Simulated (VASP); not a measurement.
Wanted: the native input for a VASP 6.6.1 run.

```yaml
Task: single point
Functional: PBE
Potentials_or_basis: VASP PAW PBE potentials, release 64 (Ti_sv)
Cutoff: 500 eV
k_mesh: 12 × 12 × 14
Occupations: gaussian, width 0.15 eV
Spin: no spin polarisation
Dipole_correction: no
Further_INCAR_settings: ALGO = Normal; EDIFF = 1e-06; NBANDS = 25
```

The structure of Ti lies in POSCAR:

```
Ti
1.0
    4.6171053002      0.0000000000      0.0000000000
   -2.3085526501      3.9985304820      0.0000000000
    0.0000000000      0.0000000000      2.8552651859
Ti
3
Direct
    0.0000000000      0.0000000000      0.0000000000
    0.3333333333      0.6666666667      0.5000000000
    0.6666666667      0.3333333333      0.5000000000
```

This isn't the form of Ti at room conditions, which is hcp.

This cell differs from its parent crystal: the cell strained.

These files were run (other wordings do the same):

INCAR

```
PREC = Accurate
ENCUT = 500
EDIFF = 1E-6
ISMEAR = 0
SIGMA = 0.15
LREAL = F
LASPH = T
NELM = 120
ALGO = Normal
ISIF = 2
LWAVE = F
LCHARG = T
GGA = PE
LELF = T
LVHAR = T
NBANDS = 25
GGA_COMPAT = F
```

KPOINTS

```
Automatic mesh
0
Gamma
  12 12 14
```

Potentials or basis: VASP PAW PBE potentials, release 64 (Ti_sv).

The run is started by

```sh
$ cat potpaw_PBE.64/Ti_sv/POTCAR > POTCAR
$ mpirun -np 1 vasp_std > vasp.out
```

It gave:

| Quantity | Value |
| --- | --- |
| Pressure | -2.9 GPa |
| Band gap on the k mesh | zero (bands 18 and 19 overlap by 0.23 eV) |

Caveat: the cell differs from its parent crystal (the cell strained).

Wall time 82 s on 1 thread of Intel(R) Xeon(R) 6975P-C (Granite Rapids), on a shared host, peak memory 0.28 GiB.
